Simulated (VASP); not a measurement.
# Tl (Im-3m) in VASP: a series of runs

Runs on Tl. Level: LDA. Tasks: single point, relaxation of cell and atoms.

All numbers are computed with VASP 6.6.1; they aren't measurements. Logs are shortened: lines on timing, memory, paths and dates and some standing lists are left out, and cuts for length are marked.

### Step 1. The cell of the first run

The structure is cubic, space group Im-3m (No. 229). The conventional cell has a = 3.792 Å, b = 3.792 Å, c = 3.792 Å, α = 90.00°, β = 90.00°, γ = 90.00°. Tl (site symmetry m-3m) has 14 Tl at 3.28 to 3.79 Å within 4.3 Å.

This isn't the form of Tl at room conditions, which is hcp.

### Step 2. Single point, LDA

INCAR

```
SYSTEM = Tl
ALGO = Normal ; EDIFF = 1E-7
ENCUT = 520 ; ISIF = 2
ISMEAR = -1 ; LASPH = .TRUE.
LCHARG = .FALSE. ; LREAL = .FALSE.
LWAVE = .FALSE. ; NBANDS = 12
NELM = 60 ; PREC = Accurate
SIGMA = 0.1
```

KPOINTS

```
k-points
0
G
  14 14 14
  0 0 0
```

POSCAR

```
Tl
1.0
   -1.8961139409      1.8961139409      1.8961139409
    1.8961139409     -1.8961139409      1.8961139409
    1.8961139409      1.8961139409     -1.8961139409
Tl
1
Direct
    0.0000000000      0.0000000000      0.0000000000
```

Potentials or basis: VASP PAW LDA potentials, release 64 (Tl_d).

Started as:

```console
> cat potpaw_LDA.64/Tl_d/POTCAR > POTCAR
> mpirun -np 1 vasp_std > vasp.out
```

OUTCAR:

```text
SYSTEM = Tl
   EDIFF = 1E-7
   ENCUT = 520
   ISIF = 2
   ISMEAR = -1
   LASPH = .TRUE.
   LREAL = .FALSE.
   NELM = 60
   PREC = Accurate

 ion  position               nearest neighbor table
   1  0.000  0.000  0.000-

  LATTYP: Found a body centered cubic cell.
 ALAT       =     3.7922278818

  Lattice vectors:

 A1 = (  -1.8961139409,   1.8961139409,   1.8961139409)
 A2 = (   1.8961139409,  -1.8961139409,   1.8961139409)
 A3 = (   1.8961139409,   1.8961139409,  -1.8961139409)

Analysis of symmetry for initial positions (statically):
=====================================================================
 Subroutine PRICEL returns:
 Original cell was already a primitive cell.

 Routine SETGRP: Setting up the symmetry group for a
 body centered cubic supercell.

 Subroutine GETGRP returns: Found 48 space group operations
 (whereof 48 operations were pure point group operations)
 out of a pool of 48 trial point group operations.

The static configuration has the point symmetry O_h .

Analysis of symmetry for dynamics (positions and initial velocities):
=====================================================================
 Subroutine PRICEL returns:
 Original cell was already a primitive cell.

 Routine SETGRP: Setting up the symmetry group for a
 body centered cubic supercell.

 Subroutine GETGRP returns: Found 48 space group operations
 (whereof 48 operations were pure point group operations)
 out of a pool of 48 trial point group operations.

The dynamic configuration has the point symmetry O_h .

 Subroutine INISYM returns: Found 48 space group operations
 (whereof 48 operations are pure point group operations),
 and found     1 'primitive' translations

----------------------------------------------------------------------------------------

                                     Primitive cell

  volume of cell :      27.2680

  direct lattice vectors                    reciprocal lattice vectors
    -1.896113941  1.896113941  1.896113941     0.000000000  0.263697233  0.263697233
     1.896113941 -1.896113941  1.896113941     0.263697233  0.000000000  0.263697233
     1.896113941  1.896113941 -1.896113941     0.263697233  0.263697233  0.000000000

  length of vectors
     3.284165683  3.284165683  3.284165683     0.372924204  0.372924204  0.372924204

  position of ions in fractional coordinates (direct lattice)
     0.000000000  0.000000000  0.000000000

  ion indices of the primitive-cell ions
   primitive index   ion index
                 1           1

----------------------------------------------------------------------------------------

 KPOINTS: k-points

Automatic generation of k-mesh.
 Grid dimensions read from file:
 generate k-points for:   14   14   14

 Generating k-lattice:

  Cartesian coordinates                     Fractional coordinates (reciprocal lattice)
     0.000000000  0.018835517  0.018835517     0.071428571  0.000000000  0.000000000
     0.018835517  0.000000000  0.018835517     0.000000000  0.071428571  0.000000000
     0.018835517  0.018835517  0.000000000     0.000000000  0.000000000  0.071428571

  Length of vectors
     0.026637443  0.026637443  0.026637443

  Shift w.r.t. Gamma in fractional coordinates (k-lattice)
     0.000000000  0.000000000  0.000000000

 Subroutine IBZKPT returns following result:
 ===========================================

 Found    104 irreducible k-points:

 Following reciprocal coordinates:
            Coordinates               Weight
  0.000000  0.000000  0.000000      1.000000
  0.071429  0.000000  0.000000     12.000000
  0.142857  0.000000  0.000000     12.000000
  0.214286  0.000000  0.000000     12.000000
  0.285714  0.000000  0.000000     12.000000
  0.357143  0.000000  0.000000     12.000000
[... 16 lines left out ...]
  0.285714  0.285714  0.000000     24.000000
  0.357143  0.285714  0.000000     24.000000
 [... further k-points ...]
   k-points           NKPTS =    104   k-points in BZ     NKDIM =    104   number of bands    NBANDS=     12
   number of dos      NEDOS =    301   number of ions     NIONS =      1
   total plane-waves  NPLWV =  13824
   dimension x,y,z NGX =    24 NGY =   24 NGZ =   24
   dimension x,y,z NGXF=    48 NGYF=   48 NGZF=   48
   ions per type =               1
   NGX,Y,Z   is equivalent  to a cutoff of  12.15, 12.15, 12.15 a.u.
   NGXF,Y,Z  is equivalent  to a cutoff of  24.30, 24.30, 24.30 a.u.
 SYSTEM =  Tl
   PREC   = accura    normal or accurate (medium, high low for compatibility)
   ISTART =      0    job   : 0-new  1-cont  2-samecut
   ICHARG =      2    charge: 1-file 2-atom 10-const
   ISPIN  =      1    spin polarized calculation?
   LNONCOLLINEAR =      F non collinear calculations
   LSORBIT =      F    spin-orbit coupling
   LASPH  =      T    aspherical Exc in radial PAW
   ENCUT  =  520.0 eV  38.22 Ry    6.18 a.u.   6.11  6.11  6.11*2*pi/ulx,y,z
   NELM   =     60;   NELMIN=  2; NELMDL= -5     # of ELM steps
   EDIFF  = 0.1E-06   stopping-criterion for ELM
   LREAL  =      F    real-space projection
   EDIFFG = 0.1E-05   stopping-criterion for IOM
   NSW    =      0    number of steps for IOM
   IBRION =     -1    ionic relax: 0-MD 1-quasi-New 2-CG
   NFREE  =      0    steps in history (QN), initial steepest desc. (CG)
   ISIF   =      2    stress and relaxation
   ISYM   =      2    0-nonsym 1-usesym 2-fastsym
   POTIM  = 0.5000    time-step for ionic-motion
   TEBEG  =    0.0;   TEEND  =   0.0 temperature during run
   PSTRESS=    0.0 pullay stress
   NELECT =      13.0000    total number of electrons
   NUPDOWN=      -1.0000    fix difference up-down
   EMIN   =  10.00;   EMAX   =-10.00  energy-range for DOS
   EFERMI =   0.00;   METHOD = LEGACY
   ISMEAR =    -1;   SIGMA  =   0.10  broadening in eV -4-tet -1-fermi 0-gaus
   EFERMI_NEDOS =   21; number of points for ismear=-14 and -15
   IALGO  =     38    algorithm
   IMIX   =      4    mixing-type and parameters
     AMIX     =   0.40;   BMIX     =  1.00
     AMIX_MAG =   1.60;   BMIX_MAG =  1.00
  volume/ion in A,a.u.               =      27.27       184.01
  Fermi-wavevector in a.u.,A,eV,Ry     =   1.278905  2.416779 22.253652  1.635597
  Thomas-Fermi vector in A             =   2.411421
   LORBIT       =      0    0 simple, 1 ext, 2 COOP (PROOUT), +10 PAW based schemes
   GGA     = CA    functional components
   LHFCALC =     F    Hartree Fock is set to
   AEXX    =    0.0000 exact exchange contribution
   IVDW    =     0    specifies the selected vdW correction
   LEPSILON=     F    determine dielectric tensor
   LRPA    =     F    only Hartree local field effects (RPA)
 non-spin polarized calculation
  energy-cutoff  :      520.00
  volume of cell :       27.27
 maximum number of plane-waves:       747
   NGX = 13   NGY = 13   NGZ = 13

 number of electron      12.9999998 magnetization

 Free energy of the ion-electron system (eV)
  ---------------------------------------------------
  ext. energy  EPLUGINS =         0.00000000
  ---------------------------------------------------
  free energy    TOTEN  =        -2.93937602 eV

  energy without entropy =       -2.92646491  energy(sigma->0) =       -2.93292046

 E-fermi :   6.8132     XC(G=0): -10.7439

 val. band max:        6.7936795087   @ k =  -0.4286   0.5000   0.2857
 cond. band min:       6.9245424674   @ k =  -0.4286   0.4286   0.2857
 fundamental gap:      0.1308629587
 Fermi energy:         6.8132175707

 k-point     1 :       0.0000    0.0000    0.0000
  band No.  band energies     occupation
      1      -4.8958      2.00000
      2      -4.8958      2.00000
      3      -4.8958      2.00000
      4      -4.4045      2.00000
      5      -4.4045      2.00000
      6      -3.5914      2.00000
      7      18.0948      0.00000
      8      18.0948      0.00000
      9      18.0948      0.00000
     10      19.2701      0.00000
     11      19.2701      0.00000
     12      19.2701      0.00000

 k-point     2 :       0.0714    0.0000    0.0000
  band No.  band energies     occupation
      1      -4.9066      2.00000
      2      -4.8890      2.00000
      3      -4.8591      2.00000
      4      -4.4163      2.00000
      5      -4.4046      2.00000
      6      -3.4700      2.00000
      7      16.8056      0.00000
      8      17.6343      0.00000
      9      17.7868      0.00000
     10      18.9082      0.00000
     11      19.2047      0.00000
     12      19.2636      0.00000

 k-point     3 :       0.1429    0.0000    0.0000
  band No.  band energies     occupation
      1      -4.9365      2.00000
      2      -4.8821      2.00000
      3      -4.7541      2.00000
      4      -4.4457      2.00000
      5      -4.4046      2.00000
      6      -3.0952      2.00000
      7      14.3329      0.00000
      8      16.5978      0.00000
      9      16.9686      0.00000
     10      18.4338      0.00000
     11      19.0465      0.00000
     12      19.5724      0.00000
[... 286 lines left out ...]
 k-point    23 :       0.2857    0.2857    0.0000
  band No.  band energies     occupation
      1      -5.0586      2.00000
      2      -4.7717      2.00000
      3      -4.5624      2.00000
      4      -4.4245      2.00000
      5      -4.2977      2.00000
      6       1.9704      2.00000
      7       5.9742      1.99955
      8       7.7864      0.00012
      9      13.4113      0.00000
     10      20.1203      0.00000
     11      20.4579      0.00000
     12      22.5927      0.00000

 k-point    24 :       0.3571    0.2857    0.0000
  band No.  band energies     occupation
      1      -5.0593      2.00000
      2      -4.7304      2.00000
      3      -4.5988      2.00000
      4      -4.3942      2.00000
      5      -4.3190      2.00000
      6       2.4814      2.00000
      7       5.7388      1.99996
      8       7.1690      0.05540
      9      13.3278      0.00000
     10      20.1995      0.00000
     11      21.2213      0.00000
     12      21.5596      0.00000

 [... further k-points ...]
[... 5 lines left out ...]
  --------------------------------------------------------------------------------------
  -------------------------------------------------------------------------------------
  Total        0.0094633      0.0094633      0.0094633     -0.0000000     -0.0000000      0.0000000
  in kB        0.5560347      0.5560347      0.5560347     -0.0000000     -0.0000000      0.0000000
  external PRESSURE =       0.5560347 kB  Pullay stress =       0.0000000 kB

 VOLUME and BASIS-vectors are now :
 -----------------------------------------------------------------------------
  energy-cutoff  :      520.00
  volume of cell :       27.27
      direct lattice vectors                 reciprocal lattice vectors
    -1.896113941  1.896113941  1.896113941     0.000000000  0.263697233  0.263697233
     1.896113941 -1.896113941  1.896113941     0.263697233  0.000000000  0.263697233
     1.896113941  1.896113941 -1.896113941     0.263697233  0.263697233  0.000000000

 POSITION                                       TOTAL-FORCE (eV/Angst)
 -----------------------------------------------------------------------------------
      0.00000      0.00000      0.00000         0.000000      0.000000      0.000000
 -----------------------------------------------------------------------------------
    total drift:                               -0.000000      0.000000      0.000000

  FREE ENERGIE OF THE ION-ELECTRON SYSTEM (eV)
  ---------------------------------------------------
  free  energy   TOTEN  =        -2.9393760156 eV

  energy  without entropy=       -2.9264649083  energy(sigma->0) =       -2.93292046
```

Run time: 9.4 s. Hardware: 1 thread of Intel Xeon Platinum 8488C (Sapphire Rapids), shared host; peak memory 0.14 GiB.

What came out:

```yaml
Free_energy: -2.9394 eV
Pressure: 0.1 GPa
Band_gap_on_the_k_mesh: zero (an odd number of electrons rules out a gap without spin polarisation)
```

Caveat: spin-orbit coupling is left out, which moves the levels of the heavy elements.

### Step 3. Relaxation of cell and atoms, LDA

INCAR

```
ALGO = Normal
EDIFF = 1E-7
EDIFFG = -0.005
ENCUT = 600
GGA = CA
IBRION = 2
ISIF = 3
ISMEAR = -1
LASPH = True
LCHARG = False
LREAL = False
LWAVE = False
NELM = 60
NSW = 60
PREC = Accurate
SIGMA = 0.1
```

KPOINTS

```
k-points
0
Gamma
  14 14 14
```

POSCAR is that of step 2.

Potentials or basis: VASP PAW LDA potentials, release 64 (Tl_d).

Started as:

```console
> cat potpaw_LDA.64/Tl_d/POTCAR > POTCAR
> mpirun -np 1 vasp_std > vasp.out
```

Run time: 24 s. Hardware: 1 thread of Intel Xeon Platinum 8488C (Sapphire Rapids), shared host; peak memory 0.17 GiB.

It converged, with:

```
Free energy                           : -2.9394 eV
Relaxed volume                        : 27.35 Å³/atom
Relaxed cell                          : a = 3.287 Å, b = 3.287 Å, c = 3.287 Å, α = 109.47°, β = 109.47°, γ = 109.47°
Space group after relaxing (to 0.1 Å) : Im-3m (No. 229)
Energy gained by relaxing             : 0.0 meV/atom
Ionic steps                           : 2
Pressure after relaxing               : 0.0 GPa
Band gap on the k mesh                : zero (an odd number of electrons rules out a gap without spin polarisation)
```

Final structure:
```yaml
crystal:
  lattice:
    - [-1.89798, 1.89798, 1.89798]
    - [1.89798, -1.89798, 1.89798]
    - [1.89798, 1.89798, -1.89798]
  atoms:
    - { symbol: Tl, position: [0.00000, 0.00000, 0.00000] }
```

Levels at points of the mesh, in eV from the Fermi level:
```
           k point  band 4  band 5  band 6  band 7  band 8  band 9
(0.00, 0.00, 0.00)  -11.22  -11.22  -10.38   11.25   11.25   11.25
(0.50, 0.00, 0.00)  -11.21  -10.89   -5.00   -2.94    5.96    7.28
(0.50, 0.50, 0.50)  -10.97  -10.97   -1.34    1.38    1.38    1.38
```

Caveat: spin-orbit coupling is left out, which moves the levels of the heavy elements.

The gap in the log of VASP goes by the Fermi energy; the results here count the filled bands.